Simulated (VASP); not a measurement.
# Zn (P6_3/mmc) in VASP: single point with PBE

Aim: the single point of Zn with PBE.

Everything below comes from runs of VASP 6.6.1. Logs are shortened: lines on timing, memory, paths and dates and some standing lists are left out, and cuts for length are marked.

## Step 1: The cell of the first run

Symmetry: P6_3/mmc, No. 194, hexagonal system. The conventional cell has a = 2.633 Å, b = 2.633 Å, c = 5.108 Å, α = 90.00°, β = 90.00°, γ = 120.00°. Within 3.5 Å of Zn (site symmetry -6m2) lie 12 Zn at 2.63 to 2.97 Å.

## Step 2: Single point, PBE

POSCAR reads:

```
Zn
1.0
    2.6333228656      0.0000000000      0.0000000000
   -1.3166614328      2.2805244980      0.0000000000
    0.0000000000      0.0000000000      5.1082438830
Zn
2
Direct
    0.3333333333      0.6666666667      0.2500000000
    0.6666666667      0.3333333333      0.7500000000
```

INCAR.step1 reads:

```
ALGO = Fast
EDIFF = 1E-6
ENCUT = 520
GGA = PE
ISIF = 2
ISMEAR = 0
LASPH = T
LCHARG = T
LREAL = F
LWAVE = F
NBANDS = 19
NELM = 100
PREC = Accurate
SIGMA = 0.1
```

KPOINTS.step1 reads:

```
k-points
0
Gamma
  18 18 8
```

INCAR.step2 reads:

```
ALGO = Fast
EDIFF = 1E-6
ENCUT = 520
GGA = PE
ICHARG = 11
ISIF = 2
ISMEAR = -5
LASPH = T
LCHARG = F
LORBIT = 11
LREAL = F
LWAVE = F
NEDOS = 2001
NELM = 100
PREC = Accurate
SIGMA = 0.1
```

KPOINTS.step2 reads:

```
k-points
0
Gamma
  27 27 12
```

Potentials or basis: VASP PAW PBE potentials, release 64 (Zn).

On the command line:

```
cat potpaw_PBE.64/Zn/POTCAR > POTCAR
cp INCAR.step1 INCAR
cp KPOINTS.step1 KPOINTS
mpirun -np 1 vasp_std > vasp.out
cp INCAR.step2 INCAR
cp KPOINTS.step2 KPOINTS
mpirun -np 1 vasp_std > vasp.out
```

OUTCAR:

```text
EDIFF = 1E-6
   ENCUT = 520
   GGA = PE
   ICHARG = 11
   ISIF = 2
   ISMEAR = -5
   LASPH = T
   LORBIT = 11
   LREAL = F
   NELM = 100
   PREC = Accurate

 ion  position               nearest neighbor table
   1  0.333  0.667  0.250-   2 2.97   2 2.97   2 2.97   2 2.97   2 2.97   2 2.97
   2  0.667  0.333  0.750-   1 2.97   1 2.97   1 2.97   1 2.97   1 2.97   1 2.97

  LATTYP: Found a hexagonal cell.
 ALAT       =     2.6333228656
 C/A-ratio  =     1.9398471603

  Lattice vectors:

 A1 = (   2.6333228656,   0.0000000000,   0.0000000000)
 A2 = (  -1.3166614328,   2.2805244980,   0.0000000000)
 A3 = (   0.0000000000,   0.0000000000,   5.1082438830)

Analysis of symmetry for initial positions (statically):
=====================================================================
 Subroutine PRICEL returns:
 Original cell was already a primitive cell.

 Routine SETGRP: Setting up the symmetry group for a
 hexagonal supercell.

 Subroutine GETGRP returns: Found 24 space group operations
 (whereof 12 operations were pure point group operations)
 out of a pool of 24 trial point group operations.

The static configuration has the point symmetry D_3d.
 The point group associated with its full space group is D_6h.

Analysis of symmetry for dynamics (positions and initial velocities):
=====================================================================
 Subroutine PRICEL returns:
 Original cell was already a primitive cell.

 Routine SETGRP: Setting up the symmetry group for a
 hexagonal supercell.

 Subroutine GETGRP returns: Found 24 space group operations
 (whereof 12 operations were pure point group operations)
 out of a pool of 24 trial point group operations.

The dynamic configuration has the point symmetry D_3d.
 The point group associated with its full space group is D_6h.

 Subroutine INISYM returns: Found 24 space group operations
 (whereof 12 operations are pure point group operations),
 and found     1 'primitive' translations

----------------------------------------------------------------------------------------

                                     Primitive cell

  volume of cell :      30.6768

  direct lattice vectors                    reciprocal lattice vectors
     2.633322866  0.000000000  0.000000000     0.379748345  0.219247809  0.000000000
    -1.316661433  2.280524498  0.000000000     0.000000000  0.438495618  0.000000000
     0.000000000  0.000000000  5.108243883     0.000000000  0.000000000  0.195761992

  length of vectors
     2.633322866  2.633322866  5.108243883     0.438495618  0.438495618  0.195761992

  position of ions in fractional coordinates (direct lattice)
     0.333333333  0.666666667  0.250000000
     0.666666667  0.333333333  0.750000000

  ion indices of the primitive-cell ions
   primitive index   ion index
                 1           1
                 2           2

----------------------------------------------------------------------------------------

 KPOINTS: k-points

Automatic generation of k-mesh.
 Grid dimensions read from file:
 generate k-points for:   27   27   12

 Generating k-lattice:

  Cartesian coordinates                     Fractional coordinates (reciprocal lattice)
     0.014064754  0.008120289  0.000000000     0.037037037  0.000000000  0.000000000
     0.000000000  0.016240578  0.000000000     0.000000000  0.037037037  0.000000000
     0.000000000  0.000000000  0.016313499     0.000000000  0.000000000  0.083333333

  Length of vectors
     0.016240578  0.016240578  0.016313499

  Shift w.r.t. Gamma in fractional coordinates (k-lattice)
     0.000000000  0.000000000  0.000000000

 TETIRR: Found   8868 inequivalent tetrahedra from    52488

 Subroutine IBZKPT returns following result:
 ===========================================

 Found    525 irreducible k-points:

 Following reciprocal coordinates:
            Coordinates               Weight
  0.000000  0.000000  0.000000      1.000000
  0.037037  0.000000  0.000000      6.000000
  0.074074  0.000000  0.000000      6.000000
  0.111111  0.000000  0.000000      6.000000
  0.148148  0.000000  0.000000      6.000000
  0.185185  0.000000  0.000000      6.000000
[... 16 lines left out ...]
  0.333333  0.037037  0.000000     12.000000
  0.370370  0.037037  0.000000     12.000000
 [... further k-points ...]
   k-points           NKPTS =    525   k-points in BZ     NKDIM =    525   number of bands    NBANDS=     16
   number of dos      NEDOS =   2001   number of ions     NIONS =      2
   total plane-waves  NPLWV =  16000
   dimension x,y,z NGX =    20 NGY =   20 NGZ =   40
   dimension x,y,z NGXF=    40 NGYF=   40 NGZF=   80
   ions per type =               2
   NGX,Y,Z   is equivalent  to a cutoff of  12.63, 12.63, 13.02 a.u.
   NGXF,Y,Z  is equivalent  to a cutoff of  25.25, 25.25, 26.04 a.u.
 SYSTEM =  unknown system
   PREC   = accura    normal or accurate (medium, high low for compatibility)
   ISTART =      0    job   : 0-new  1-cont  2-samecut
   ICHARG =     11    charge: 1-file 2-atom 10-const
   ISPIN  =      1    spin polarized calculation?
   LNONCOLLINEAR =      F non collinear calculations
   LSORBIT =      F    spin-orbit coupling
   LASPH  =      T    aspherical Exc in radial PAW
   ENCUT  =  520.0 eV  38.22 Ry    6.18 a.u.   4.90  4.90  9.50*2*pi/ulx,y,z
   NELM   =    100;   NELMIN=  2; NELMDL=  0     # of ELM steps
   EDIFF  = 0.1E-05   stopping-criterion for ELM
   LREAL  =      F    real-space projection
   EDIFFG = 0.1E-04   stopping-criterion for IOM
   NSW    =      0    number of steps for IOM
   IBRION =     -1    ionic relax: 0-MD 1-quasi-New 2-CG
   NFREE  =      0    steps in history (QN), initial steepest desc. (CG)
   ISIF   =      2    stress and relaxation
   ISYM   =      2    0-nonsym 1-usesym 2-fastsym
   POTIM  = 0.5000    time-step for ionic-motion
   TEBEG  =    0.0;   TEEND  =   0.0 temperature during run
   PSTRESS=    0.0 pullay stress
   NELECT =      24.0000    total number of electrons
   NUPDOWN=      -1.0000    fix difference up-down
   EMIN   =  10.00;   EMAX   =-10.00  energy-range for DOS
   EFERMI =   0.00;   METHOD = LEGACY
   ISMEAR =    -5;   SIGMA  =   0.10  broadening in eV -4-tet -1-fermi 0-gaus
   EFERMI_NEDOS =   21; number of points for ismear=-14 and -15
   IALGO  =     68    algorithm
   IMIX   =      4    mixing-type and parameters
     AMIX     =   0.40;   BMIX     =  1.00
     AMIX_MAG =   1.60;   BMIX_MAG =  1.00
  volume/ion in A,a.u.               =      15.34       103.51
  Fermi-wavevector in a.u.,A,eV,Ry     =   1.508488  2.850628 30.960532  2.275535
  Thomas-Fermi vector in A             =   2.618935
   LORBIT       =     11    0 simple, 1 ext, 2 COOP (PROOUT), +10 PAW based schemes
   GGA     = PE    functional components
   LHFCALC =     F    Hartree Fock is set to
   AEXX    =    0.0000 exact exchange contribution
   IVDW    =     0    specifies the selected vdW correction
   LEPSILON=     F    determine dielectric tensor
   LRPA    =     F    only Hartree local field effects (RPA)
 non-spin polarized calculation
 RMM-DIIS sequential band-by-band and
 Fermi weights with tetrahedron method with Bloechl corrections
  energy-cutoff  :      520.00
  volume of cell :       30.68
 maximum number of plane-waves:       849
 NGX is ok and might be reduce to    20

 number of electron      23.9999999 magnetization

 Free energy of the ion-electron system (eV)
  ---------------------------------------------------
  ext. energy  EPLUGINS =         0.00000000
  ---------------------------------------------------
  free energy    TOTEN  =        -2.21447036 eV

  energy without entropy =       -2.21447036  energy(sigma->0) =       -2.21447036

 E-fermi :   2.9770     XC(G=0): -11.4959

 val. band max:        3.0509520403   @ k =   0.3333   0.1111   0.0000
 cond. band min:       2.9791548366   @ k =   0.3704   0.2593   0.3333
 fundamental gap:     -0.0717972037
 Fermi energy:         2.9770331490

 k-point     1 :       0.0000    0.0000    0.0000
  band No.  band energies     occupation
      1      -7.3024      2.00000
      2      -5.6294      2.00000
      3      -4.9162      2.00000
      4      -4.6443      2.00000
      5      -4.6443      2.00000
      6      -4.6049      2.00000
[... 8 lines left out ...]
     15      19.0045      0.00000
     16      21.2813      0.00000

 k-point     2 :       0.0370    0.0000    0.0000
  band No.  band energies     occupation
      1      -7.2604      2.00000
      2      -5.6093      2.00000
      3      -4.9108      2.00000
      4      -4.6494      2.00000
      5      -4.6341      2.00000
      6      -4.6100      2.00000
[... 8 lines left out ...]
     15      18.9970      0.00000
     16      20.3263      0.00000

 k-point     3 :       0.0741    0.0000    0.0000
  band No.  band energies     occupation
      1      -7.1349      2.00000
      2      -5.5513      2.00000
      3      -4.8958      2.00000
      4      -4.6635      2.00000
      5      -4.6239      2.00000
      6      -4.6042      2.00000
[... 8 lines left out ...]
     15      18.4580      0.00000
     16      19.1492      0.00000

 k-point     4 :       0.1111    0.0000    0.0000
  band No.  band energies     occupation
      1      -6.9284      2.00000
      2      -5.4627      2.00000
      3      -4.8743      2.00000
      4      -4.6831      2.00000
      5      -4.6403      2.00000
      6      -4.5557      2.00000
[... 8 lines left out ...]
     15      16.7103      0.00000
     16      19.0454      0.00000
[... 324 lines left out ...]
 k-point    22 :       0.2963    0.0370    0.0000
  band No.  band energies     occupation
      1      -5.3321      2.00000
      2      -5.2112      2.00000
      3      -4.9168      2.00000
      4      -4.6486      2.00000
      5      -4.5467      2.00000
      6      -4.4629      2.00000
[... 8 lines left out ...]
     15      12.7016      0.00000
     16      13.8959      0.00000

 k-point    23 :       0.3333    0.0370    0.0000
  band No.  band energies     occupation
      1      -5.3221      2.00000
      2      -5.2421      2.00000
      3      -4.9884      2.00000
      4      -4.5938      2.00000
      5      -4.5862      2.00000
      6      -4.4020      2.00000
[... 8 lines left out ...]
     15      11.2586      0.00000
     16      12.5912      0.00000

 k-point    24 :       0.3704    0.0370    0.0000
  band No.  band energies     occupation
      1      -5.3439      2.00000
      2      -5.2699      2.00000
      3      -5.0437      2.00000
      4      -4.6334      2.00000
      5      -4.5342      2.00000
      6      -4.4209      2.00000
[... 8 lines left out ...]
     15       9.8928      0.00000
     16      11.3439      0.00000

 [... further k-points ...]

------------------------ aborting loop because EDIFF is reached ----------------------------------------

  FORCE on cell =-STRESS in cart. coord.  units (eV):
  Direction    XX          YY          ZZ          XY          YZ          ZX
  --------------------------------------------------------------------------------------
  -------------------------------------------------------------------------------------
  Total        0.1016326      0.1016326      0.0170518     -0.0000000      0.0000000      0.0000000
  in kB        5.3080258      5.3080258      0.8905727     -0.0000000      0.0000000      0.0000000
  external PRESSURE =       3.8355414 kB  Pullay stress =       0.0000000 kB

 VOLUME and BASIS-vectors are now :
 -----------------------------------------------------------------------------
  energy-cutoff  :      520.00
  volume of cell :       30.68
      direct lattice vectors                 reciprocal lattice vectors
     2.633322866  0.000000000  0.000000000     0.379748345  0.219247809  0.000000000
    -1.316661433  2.280524498  0.000000000     0.000000000  0.438495618  0.000000000
     0.000000000  0.000000000  5.108243883     0.000000000  0.000000000  0.195761992

 POSITION                                       TOTAL-FORCE (eV/Angst)
 -----------------------------------------------------------------------------------
     -0.00000      1.52035      1.27706         0.000000     -0.000000      0.000000
      1.31666      0.76017      3.83118        -0.000000      0.000000      0.000000
 -----------------------------------------------------------------------------------
    total drift:                               -0.000000      0.000000     -0.000000

  FREE ENERGIE OF THE ION-ELECTRON SYSTEM (eV)
  ---------------------------------------------------
  free  energy   TOTEN  =        -2.2144703648 eV

  energy  without entropy=       -2.2144703648  energy(sigma->0) =       -2.21447036

 total charge

# of ion       s       p       d       tot
------------------------------------------
    1        0.599   0.449   9.720  10.767
    2        0.599   0.449   9.720  10.767
--------------------------------------------------
tot          1.197   0.898  19.439  21.534
```

Wall time 4.5 min (1 thread of Intel Xeon 8259CL, shared host); peak memory 0.33 GiB.

Results:

| Property | Result |
| --- | --- |
| Valence electrons inside the program's atomic spheres | Zn 10.77 |

Levels at points of the mesh, in eV from the Fermi level:
| k point | band 8 | band 9 | band 10 | band 11 | band 12 | band 13 | band 14 | band 15 | band 16 |
| --- | --- | --- | --- | --- | --- | --- | --- | --- | --- |
| (0.00, 0.00, 0.00) | -7.19 | -7.19 | -7.03 | -7.03 | -3.70 | -3.46 | 12.19 | 16.03 | 18.30 |
| (0.00, 0.00, 0.50) | -7.56 | -7.10 | -7.10 | -7.10 | -7.10 | 3.83 | 3.83 | 19.49 | 19.50 |

Caveat: tetrahedron occupations give inexact forces and stress in metals.
